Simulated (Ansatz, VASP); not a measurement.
## Two plane-wave programs on C

INCAR

```
PREC = Accurate
ENCUT = 520
EDIFF = 1E-6
ISMEAR = 0
SIGMA = 0.05
LREAL = F
LASPH = T
NELM = 80
ALGO = Normal
ISIF = 2
LWAVE = F
LCHARG = F
GGA = CA
NBANDS = 11
```

File KPOINTS:

```
Automatic mesh
0
Gamma
  12 12 12
```

The input POSCAR:

```
C
1.0
    0.0000000000      1.8234990611      1.6557371475
    1.8234990611      0.0000000000      1.6557371475
    1.8234990611      1.8234990611      0.0000000000
C
2
Direct
    0.5000000000      0.5000000000      0.5000000000
    0.7500000000      0.7500000000      0.7500000000
```

Input for Ansatz:

```yaml
crystal:
  lattice:
    - [0.0, 1.8234990611, 1.6557371475]
    - [1.8234990611, 0.0, 1.6557371475]
    - [1.8234990611, 1.8234990611, 0.0]
  atoms:
    - { symbol: C, position: [0.5, 0.5, 0.5] }
    - { symbol: C, position: [0.75, 0.75, 0.75] }
basis:
  ecutwfc: 520.0
kpoints:
  mp_grid: { grid: [12, 12, 12] }
hamiltonian:
  xc: lda
  pseudopotentials: { kind: paw, azcp: { folder: soft_1 } }
scf:
  occupations: { method: gaussian, width: 0.05 }
output:
  forces: true
  stress: true
  eigenvalues: true
```

Alike in both runs: task single point; functional LDA; k mesh 12 × 12 × 12; occupations gaussian, width 0.05 eV; no spin polarisation.

|  | VASP | Ansatz |
| --- | --- | --- |
| version | VASP 6.6.1 | Ansatz 0.2.0 |
| potentials or method | VASP PAW LDA potentials, release 64 (C), cutoff 520 eV | scalar-relativistic, plane waves, PAW |
| valence electrons in the cell | 8 | 8 |

```tsv
	VASP	Ansatz	Ansatz less VASP
gap on the k mesh at the Fermi level (eV)	1.80	1.81	+0.012
least direct gap on the mesh (eV)	4.04	4.04	-0.002
pressure (GPa)	1.8	0.1	-1.68
traceless stress, the component that is largest in VASP (GPa)	55.20	55.30	+0.106
```

Ansatz warns that its potentials were made for another functional, while VASP's fit it. LDA's correlation is that of Perdew and Zunger in VASP and of Perdew and Wang (1992) in Ansatz.
